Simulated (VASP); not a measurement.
Runs of VASP 6.6.1 on C. The structure is that of space group R-3m (No. 166), or close to it. The cells are those of the table. 

```csv
cell,gap on the mesh (eV),pressure (GPa)
"a = 2.456, b = 2.456, c = 3.765 Å, angles 108.5, 108.5, 60.0°, 2 atoms",(b),1.5
"a = 2.551, b = 2.551, c = 3.909 Å, angles 108.5, 108.5, 60.0°, 2 atoms",0.74,-23.8
"a = 2.423, b = 2.423, c = 3.714 Å, angles 108.5, 108.5, 60.0°, 2 atoms",0.79,13.5
"a = 2.389, b = 2.389, c = 3.661 Å, angles 108.5, 108.5, 60.0°, 2 atoms",0.81,27.9
"a = 2.520, b = 2.520, c = 3.862 Å, angles 108.5, 108.5, 60.0°, 2 atoms",0.76,(a)
"a = 2.354, b = 2.354, c = 3.607 Å, angles 108.5, 108.5, 60.0°, 2 atoms",(c),45.2
"a = 2.489, b = 2.489, c = 3.814 Å, angles 108.5, 108.5, 60.0°, 2 atoms",0.77,-8.5
```

Alike in all rows: task single point; level PBEsol; potentials or basis VASP PAW PBE potentials, release 64 (C); no spin polarisation; k mesh 14 × 14 × 8; cutoff (eV) 520; smearing gaussian 0.15 eV.

Question: Estimate the missing entries.

Answer: (a) -16.8; (b) 0.78; (c) 0.82.

Caveats: the PAW data sets were made with another functional, which shifts forces and pressure a little; this functional lacks dispersion, which binds the layers, so the pressure and a relaxed spacing across them are unreliable.

A k mesh can miss the band edges.
